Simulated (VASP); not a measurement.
# KCl (P1) in VASP: a series of runs

The runs below take KCl through single point, with PBEsol.

All numbers are computed with VASP 6.6.1; they aren't measurements. Logs are shortened: lines on timing, memory, paths and dates and some standing lists are left out, and cuts for length are marked.

**1. The cell of the first run**

The typed cell holds 4 atoms: a = 4.413 Å, b = 4.413 Å, c = 7.644 Å, α = 73.22°, β = 73.22°, γ = 60.00°.

**2. Single point, PBEsol (atoms displaced along several vibrational modes)**

Contents of INCAR:

```
SYSTEM = KCl
ALGO = Normal ; EDIFF = 1E-7
ENCUT = 520 ; GGA = PS
ISIF = 2 ; ISMEAR = 0
LASPH = .True. ; LCHARG = .False.
LREAL = .False. ; LWAVE = .False.
NBANDS = 24 ; NELM = 60
PREC = Accurate ; SIGMA = 0.05
```

Contents of KPOINTS:

```
k-points
0
Gamma
  6 6 6
  0 0 0
```

Contents of POSCAR:

```
KCl
1.0
    0.0000000000     -3.1207041401     -3.1207041401
   -3.1207041401      0.0000000000     -3.1207041401
    3.1207041401      3.1207041401     -6.2414082803
K Cl
2 2
Direct
    0.4492838711      0.5840407161      0.4934919065
    0.0897646902      0.9029430968     -0.0065080935
    0.7284663983      0.7571778672      0.7571778672
    0.2284663983      0.2571778672      0.2571778672
```

Potentials or basis: VASP PAW PBE potentials, release 64 (K_sv, Cl).

Command:

```bash
$ cat potpaw_PBE.64/K_sv/POTCAR potpaw_PBE.64/Cl/POTCAR > POTCAR
$ mpirun -np 1 vasp_std > vasp.out
```

OUTCAR:

```text
SYSTEM = KCl
   EDIFF = 1E-7
   ENCUT = 520
   GGA = PS
   ISIF = 2
   ISMEAR = 0
   LASPH = .True.
   LREAL = .False.
   NELM = 60
   PREC = Accurate

 ion  position               nearest neighbor table
   1  0.449  0.584  0.493-   4 2.84   3 3.07   3 3.09   4 3.18   4 3.20
   2  0.090  0.903  0.993-   3 2.75   4 2.87   3 3.10   4 3.22
   3  0.728  0.757  0.757-   2 2.75   1 3.07   1 3.09   2 3.10
   4  0.228  0.257  0.257-   1 2.84   2 2.87   1 3.18   1 3.20   2 3.22

  LATTYP: Found a trigonal (rhomboedric) cell.
 ALAT       =     7.6441327815
 COS(alpha) =     0.8333333333

  Lattice vectors:

 A1 = (   3.1207041401,   6.2414082802,  -3.1207041402)
 A2 = (   6.2414082802,   3.1207041401,  -3.1207041402)
 A3 = (   3.1207041401,   3.1207041401,  -6.2414082803)

Analysis of symmetry for initial positions (statically):
=====================================================================
 Subroutine PRICEL returns:
 Original cell was already a primitive cell.

 Routine SETGRP: Setting up the symmetry group for a
 trigonal (rhombohedral) supercell.

 Subroutine GETGRP returns: Found  1 space group operations
 (whereof  1 operations were pure point group operations)
 out of a pool of 12 trial point group operations.

The static configuration has the point symmetry C_1 .

Analysis of symmetry for dynamics (positions and initial velocities):
=====================================================================
 Subroutine PRICEL returns:
 Original cell was already a primitive cell.

 Routine SETGRP: Setting up the symmetry group for a
 trigonal (rhombohedral) supercell.

 Subroutine GETGRP returns: Found  1 space group operations
 (whereof  1 operations were pure point group operations)
 out of a pool of 12 trial point group operations.

The dynamic configuration has the point symmetry C_1 .

 Subroutine INISYM returns: Found  1 space group operations
 (whereof  1 operations are pure point group operations),
 and found     1 'primitive' translations

----------------------------------------------------------------------------------------

                                     Primitive cell

  volume of cell :     121.5676

  direct lattice vectors                    reciprocal lattice vectors
     0.000000000 -3.120704140 -3.120704140     0.080110125 -0.240330376 -0.080110125
[... 84 lines left out ...]
   ISPIN  =      1    spin polarized calculation?
   LNONCOLLINEAR =      F non collinear calculations
   LSORBIT =      F    spin-orbit coupling
   LASPH  =      T    aspherical Exc in radial PAW
   ENCUT  =  520.0 eV  38.22 Ry    6.18 a.u.   8.21  8.21 14.21*2*pi/ulx,y,z
   NELM   =     60;   NELMIN=  2; NELMDL= -5     # of ELM steps
   EDIFF  = 0.1E-06   stopping-criterion for ELM
   LREAL  =      F    real-space projection
   EDIFFG = 0.1E-05   stopping-criterion for IOM
   NSW    =      0    number of steps for IOM
   IBRION =     -1    ionic relax: 0-MD 1-quasi-New 2-CG
   NFREE  =      0    steps in history (QN), initial steepest desc. (CG)
   ISIF   =      2    stress and relaxation
   ISYM   =      2    0-nonsym 1-usesym 2-fastsym
   POTIM  = 0.5000    time-step for ionic-motion
   TEBEG  =    0.0;   TEEND  =   0.0 temperature during run
   PSTRESS=    0.0 pullay stress
   NELECT =      32.0000    total number of electrons
   NUPDOWN=      -1.0000    fix difference up-down
   EMIN   =  10.00;   EMAX   =-10.00  energy-range for DOS
   EFERMI =   0.00;   METHOD = LEGACY
   ISMEAR =     0;   SIGMA  =   0.05  broadening in eV -4-tet -1-fermi 0-gaus
   EFERMI_NEDOS =   21; number of points for ismear=-14 and -15
   IALGO  =     38    algorithm
   IMIX   =      4    mixing-type and parameters
     AMIX     =   0.40;   BMIX     =  1.00
     AMIX_MAG =   1.60;   BMIX_MAG =  1.00
  volume/ion in A,a.u.               =      30.39       205.09
  Fermi-wavevector in a.u.,A,eV,Ry     =   1.049185  1.982673 14.977157  1.100790
  Thomas-Fermi vector in A             =   2.184138
   LORBIT       =      0    0 simple, 1 ext, 2 COOP (PROOUT), +10 PAW based schemes
   GGA     = PS    functional components
   LHFCALC =     F    Hartree Fock is set to
   AEXX    =    0.0000 exact exchange contribution
   IVDW    =     0    specifies the selected vdW correction
   LEPSILON=     F    determine dielectric tensor
   LRPA    =     F    only Hartree local field effects (RPA)
 non-spin polarized calculation
 Gauss-broadening in eV      SIGMA  =   0.05
  energy-cutoff  :      520.00
  volume of cell :      121.57
 maximum number of plane-waves:      3292
 NGX is ok and might be reduce to    36
   NGX = 17   NGY = 17   NGZ = 29

 number of electron      32.0000001 magnetization

 Free energy of the ion-electron system (eV)
  ---------------------------------------------------
  ext. energy  EPLUGINS =         0.00000000
  ---------------------------------------------------
  free energy    TOTEN  =       -13.78600369 eV

  energy without entropy =      -13.78600369  energy(sigma->0) =      -13.78600369

 E-fermi :  -1.6088     XC(G=0):  -7.7975

 val. band max:       -1.8349985647   @ k =   0.0000   0.0000   0.0000
 cond. band min:       3.2752628262   @ k =   0.0000   0.0000   0.0000
 fundamental gap:      5.1102613909
 Fermi energy:        -1.6088461825

 k-point     1 :       0.0000    0.0000    0.0000
  band No.  band energies     occupation
      1     -28.7742      2.00000
      2     -28.7235      2.00000
      3     -14.2162      2.00000
      4     -13.9924      2.00000
      5     -12.3258      2.00000
      6     -12.3129      2.00000
[... 637 lines left out ...]
     23       8.2831      0.00000
     24       8.7690      0.00000

 [... further k-points ...]
[... 5 lines left out ...]
  --------------------------------------------------------------------------------------
  -------------------------------------------------------------------------------------
  Total        1.5276590      1.5755857      0.0116168      0.4266696      0.0177732     -0.1364734
  in kB       20.1334968     20.7651379      0.1531021      5.6232119      0.2342388     -1.7986264
  external PRESSURE =      13.6839123 kB  Pullay stress =       0.0000000 kB

 VOLUME and BASIS-vectors are now :
 -----------------------------------------------------------------------------
  energy-cutoff  :      520.00
  volume of cell :      121.57
      direct lattice vectors                 reciprocal lattice vectors
     0.000000000 -3.120704140 -3.120704140     0.080110125 -0.240330376 -0.080110125
    -3.120704140  0.000000000 -3.120704140    -0.240330376  0.080110125 -0.080110125
     3.120704140  3.120704140 -6.241408280     0.080110125  0.080110125 -0.080110125

 POSITION                                       TOTAL-FORCE (eV/Angst)
 -----------------------------------------------------------------------------------
     -0.28258      0.13796     -6.30478         0.519613     -0.084670      0.082972
      0.28258      2.82027     -9.29874        -0.400378      0.763109     -0.060318
      0.00000      0.08960     -9.36211        -0.059987     -0.654113     -0.034625
      0.00000      0.08960     -3.12070        -0.059248     -0.024327      0.011972
 -----------------------------------------------------------------------------------
    total drift:                               -0.000054     -0.000125      0.000044

  FREE ENERGIE OF THE ION-ELECTRON SYSTEM (eV)
  ---------------------------------------------------
  free  energy   TOTEN  =       -13.7860036920 eV

  energy  without entropy=      -13.7860036920  energy(sigma->0) =      -13.78600369
```

Run time: 4.4 min. Hardware: 1 thread of Intel Xeon Platinum 8375C at 2.90GHz (Ice Lake), shared host; peak memory 0.43 GiB.

Results:

```
Free energy            : -13.7860 eV
Pressure               : 1.4 GPa
Largest force          : 0.864 eV/Å
Band gap on the k mesh : 5.11 eV
```

Forces on the atoms (eV/Å):
```
K    0.520 -0.085  0.083
K   -0.400  0.763 -0.060
Cl  -0.060 -0.654 -0.035
Cl  -0.059 -0.024  0.012
```

Stress tensor (GPa, compression positive):
```
 2.01  0.56 -0.18
 0.56  2.08  0.02
-0.18  0.02  0.02
```

Caveat: the cell differs from its parent crystal (atoms displaced along several vibrational modes); the PAW data sets were made with another functional, which shifts forces and pressure a little. A k mesh can miss the band edges.

**3. Single point, PBEsol (atoms displaced along several vibrational modes)**

Contents of INCAR:

```
ALGO = Normal
EDIFF = 1E-6
ENCUT = 520
GGA = PS
ISIF = 2
ISMEAR = 0
LASPH = True
LCHARG = False
LREAL = False
LWAVE = False
NBANDS = 24
NELM = 80
PREC = Accurate
SIGMA = 0.05
```

Contents of KPOINTS:

```
k-points
0
Gamma
  6 6 6
```

Contents of POSCAR:

```
KCl
1.0
    0.0000000000     -3.1207041401     -3.1207041401
   -3.1207041401      0.0000000000     -3.1207041401
    3.1207041401      3.1207041401     -6.2414082803
K Cl
2 2
Direct
    0.4717250436      0.5597764903      0.4918648831
    0.0770856579      0.9239532759     -0.0081351169
    0.7230829979      0.7589723340      0.7589723340
    0.2230829979      0.2589723340      0.2589723340
```

Potentials or basis: VASP PAW PBE potentials, release 64 (K_sv, Cl).

Command:

```bash
$ cat potpaw_PBE.64/K_sv/POTCAR potpaw_PBE.64/Cl/POTCAR > POTCAR
$ mpirun -np 1 vasp_std > vasp.out
```

OUTCAR:

```text
EDIFF = 1E-6
   ENCUT = 520
   GGA = PS
   ISIF = 2
   ISMEAR = 0
   LASPH = True
   LREAL = False
   NELM = 80
   PREC = Accurate

 ion  position               nearest neighbor table
   1  0.472  0.560  0.492-   4 2.91   4 3.08   3 3.08   4 3.18   3 3.18
   2  0.077  0.924  0.992-   3 2.75   4 2.93   3 3.10   4 3.20
   3  0.723  0.759  0.759-   2 2.75   1 3.08   2 3.10   1 3.18
   4  0.223  0.259  0.259-   1 2.91   2 2.93   1 3.08   1 3.18   2 3.20

  LATTYP: Found a trigonal (rhomboedric) cell.
 ALAT       =     7.6441327815
 COS(alpha) =     0.8333333333

  Lattice vectors:

 A1 = (   3.1207041401,   6.2414082802,  -3.1207041402)
 A2 = (   6.2414082802,   3.1207041401,  -3.1207041402)
 A3 = (   3.1207041401,   3.1207041401,  -6.2414082803)

Analysis of symmetry for initial positions (statically):
=====================================================================
 Subroutine PRICEL returns:
 Original cell was already a primitive cell.

 Routine SETGRP: Setting up the symmetry group for a
[... 166 lines left out ...]
  ---------------------------------------------------
  ext. energy  EPLUGINS =         0.00000000
  ---------------------------------------------------
  free energy    TOTEN  =       -13.85407930 eV

  energy without entropy =      -13.85407930  energy(sigma->0) =      -13.85407930

 E-fermi :  -1.5110     XC(G=0):  -7.8052

 val. band max:       -1.8358586292   @ k =   0.0000   0.0000   0.0000
 cond. band min:       3.2815490331   @ k =   0.0000   0.0000   0.0000
 fundamental gap:      5.1174076623
 Fermi energy:        -1.5110382024

 k-point     1 :       0.0000    0.0000    0.0000
  band No.  band energies     occupation
      1     -28.7807      2.00000
      2     -28.7316      2.00000
      3     -14.1887      2.00000
      4     -13.9770      2.00000
      5     -12.3246      2.00000
      6     -12.3197      2.00000
[... 637 lines left out ...]
     23       8.3149      0.00000
     24       8.8217      0.00000

 [... further k-points ...]
[... 5 lines left out ...]
  --------------------------------------------------------------------------------------
  -------------------------------------------------------------------------------------
  Total        0.8235096      1.5453759     -0.0070862      0.2403178      0.0117728     -0.0750644
  in kB       10.8532911     20.3669936     -0.0933909      3.1672236      0.1551572     -0.9892970
  external PRESSURE =      10.3756312 kB  Pullay stress =       0.0000000 kB

 VOLUME and BASIS-vectors are now :
 -----------------------------------------------------------------------------
  energy-cutoff  :      520.00
  volume of cell :      121.57
      direct lattice vectors                 reciprocal lattice vectors
     0.000000000 -3.120704140 -3.120704140     0.080110125 -0.240330376 -0.080110125
    -3.120704140  0.000000000 -3.120704140    -0.240330376  0.080110125 -0.080110125
     3.120704140  3.120704140 -6.241408280     0.080110125  0.080110125 -0.080110125

 POSITION                                       TOTAL-FORCE (eV/Angst)
 -----------------------------------------------------------------------------------
     -0.21193      0.06285     -6.28894         0.354555      0.038436      0.066166
      0.21193      2.85476     -9.31458        -0.273398      0.756980     -0.049733
      0.00000      0.11200     -9.36211        -0.044901     -0.696416     -0.029083
      0.00000      0.11200     -3.12070        -0.036256     -0.099000      0.012651
 -----------------------------------------------------------------------------------
    total drift:                               -0.000083     -0.001005     -0.000030

  FREE ENERGIE OF THE ION-ELECTRON SYSTEM (eV)
  ---------------------------------------------------
  free  energy   TOTEN  =       -13.8540793019 eV

  energy  without entropy=      -13.8540793019  energy(sigma->0) =      -13.85407930
```

OSZICAR:

```text
N       E                     dE             d eps       ncg     rms          rms(c)
DAV:   1     0.226790887178E+03    0.22679E+03   -0.13928E+04  5376   0.116E+03
DAV:   2     0.343728576181E+01   -0.22335E+03   -0.21132E+03  6824   0.307E+02
DAV:   3    -0.139658304093E+02   -0.17403E+02   -0.17323E+02  8920   0.720E+01
DAV:   4    -0.143565085345E+02   -0.39068E+00   -0.38993E+00  7824   0.109E+01
DAV:   5    -0.143690694111E+02   -0.12561E-01   -0.12560E-01  8048   0.156E+00    0.529E+00
DAV:   6    -0.138559813943E+02    0.51309E+00   -0.92404E-01  6728   0.422E+00    0.418E+00
DAV:   7    -0.138300416069E+02    0.25940E-01   -0.28266E-01  7080   0.243E+00    0.241E+00
DAV:   8    -0.138525554980E+02   -0.22514E-01   -0.58631E-02  7904   0.135E+00    0.412E-01
DAV:   9    -0.138524864369E+02    0.69061E-04   -0.55276E-03  7120   0.367E-01    0.147E-01
DAV:  10    -0.138540337742E+02   -0.15473E-02   -0.17268E-03  6848   0.236E-01    0.338E-02
DAV:  11    -0.138540618646E+02   -0.28090E-04   -0.57214E-05  8856   0.370E-02    0.119E-02
DAV:  12    -0.138540767094E+02   -0.14845E-04   -0.10467E-05  7008   0.186E-02    0.641E-03
DAV:  13    -0.138540788718E+02   -0.21624E-05   -0.19685E-06  6248   0.785E-03    0.196E-03
DAV:  14    -0.138540793019E+02   -0.43012E-06   -0.55402E-07  5176   0.470E-03
   1 F= -.13854079E+02 E0= -.13854079E+02  d E =-.790372E-22
```

Run time: 3.4 min. Hardware: 1 thread of AMD EPYC 9R45 (Zen 5), shared host; peak memory 0.4 GiB.

Results:

```
Free energy            : -13.8541 eV
Pressure               : 1.0 GPa
Largest force          : 0.806 eV/Å
Band gap on the k mesh : 5.12 eV
```

Forces in eV/Å, atoms in the order of the input:
```
K    0.355  0.038  0.066
K   -0.273  0.757 -0.050
Cl  -0.045 -0.696 -0.029
Cl  -0.036 -0.099  0.013
```

Stress tensor (GPa, compression positive):
```
 1.09  0.32 -0.10
 0.32  2.04  0.02
-0.10  0.02 -0.01
```

Caveat: the cell differs from its parent crystal (atoms displaced along several vibrational modes); the PAW data sets were made with another functional, which shifts forces and pressure a little. A k mesh can miss the band edges.

**4. Single point, PBEsol (atoms displaced along several vibrational modes)**

Contents of INCAR:

```
ALGO = Normal ; EDIFF = 1E-6
ENCUT = 520 ; GGA = PS
ISIF = 2 ; ISMEAR = 0
LASPH = True ; LCHARG = False
LREAL = False ; LWAVE = False
NBANDS = 24 ; NELM = 80
PREC = Accurate ; SIGMA = 0.05
```

KPOINTS is that of step 3.

Contents of POSCAR:

```
KCl
1.0
    0.0000000000     -3.1207041401     -3.1207041401
   -3.1207041401      0.0000000000     -3.1207041401
    3.1207041401      3.1207041401     -6.2414082803
K Cl
2 2
Direct
    0.4317237687      0.6066779185      0.4934919065
    0.1073247925      0.8803058944     -0.0065080935
    0.7284663983      0.7571778672      0.7571778672
    0.2284663983      0.2571778672      0.2571778672
```

Command:

```bash
$ cat potpaw_PBE.64/K_sv/POTCAR potpaw_PBE.64/Cl/POTCAR > POTCAR
$ mpirun -np 1 vasp_std > vasp.out
```

It took 3.2 min on 1 thread of AMD EPYC 9R45 (Zen 5), shared host; peak memory 0.4 GiB.

It converged, with:

```yaml
Free_energy: -13.6555 eV
Pressure: 2.0 GPa
Largest_force: 1.053 eV/Å
Band_gap_on_the_k_mesh: 5.11 eV
```

Forces on the atoms (eV/Å):
```
K    0.719 -0.144  0.093
K   -0.520  0.914 -0.059
Cl  -0.096 -0.787 -0.049
Cl  -0.103  0.018  0.014
```

Stress tensor (GPa, compression positive):
```
 3.20  0.94 -0.28
 0.94  2.75  0.04
-0.28  0.04  0.01
```

Levels at points of the mesh, in eV from the valence-band top:
```
           k point  band 12  band 13  band 14  band 15  band 16  band 17  band 18  band 19  band 20  band 21
(0.00, 0.00, 0.00)    -0.32    -0.26    -0.05    -0.03     0.00     5.11     7.20     8.06     8.41     8.62
(0.50, 0.00, 0.00)    -0.75    -0.44    -0.35    -0.33    -0.21     7.32     7.36     7.99     8.31     9.49
(0.00, 0.50, 0.00)    -0.76    -0.46    -0.37    -0.34    -0.20     7.26     7.48     8.02     8.36     9.49
(0.50, 0.50, 0.50)    -0.77    -0.41    -0.38    -0.29    -0.20     7.21     7.50     8.10     8.25     9.82
(0.50, 0.50, 0.00)    -0.67    -0.37    -0.26    -0.22    -0.18     6.65     7.24     8.07     8.60    10.04
(0.00, 0.50, 0.50)    -0.62    -0.39    -0.34    -0.25    -0.16     6.51     7.49     8.38     8.76     9.48
(0.50, 0.00, 0.50)    -0.63    -0.37    -0.32    -0.25    -0.14     6.53     7.38     8.26     8.69     9.46
(0.00, 0.00, 0.50)    -0.61    -0.25    -0.22    -0.10    -0.06     6.33     6.38     7.84     7.89     9.11
```

Caveat: the cell differs from its parent crystal (atoms displaced along several vibrational modes); the PAW data sets were made with another functional, which shifts forces and pressure a little. A k mesh can miss the band edges.

**5. The runs side by side**

```csv
cell,gap on the mesh (eV),pressure (GPa),largest force (eV/Å)
"as given, atomic positions A",5.11,1.4,0.86
"as given, atomic positions B",5.12,1.0,0.81
"as given, atomic positions C",5.11,2.0,1.05
```

Alike in all rows: task single point; level PBEsol; potentials or basis VASP PAW PBE potentials, release 64 (K_sv, Cl); no spin polarisation; k mesh 6 × 6 × 6; cutoff (eV) 520; smearing gaussian 0.05 eV.

Caveats: the PAW data sets were made with another functional, which shifts forces and pressure a little.

Total energies depend on the potentials used, so only differences within one code and one set of settings carry meaning.
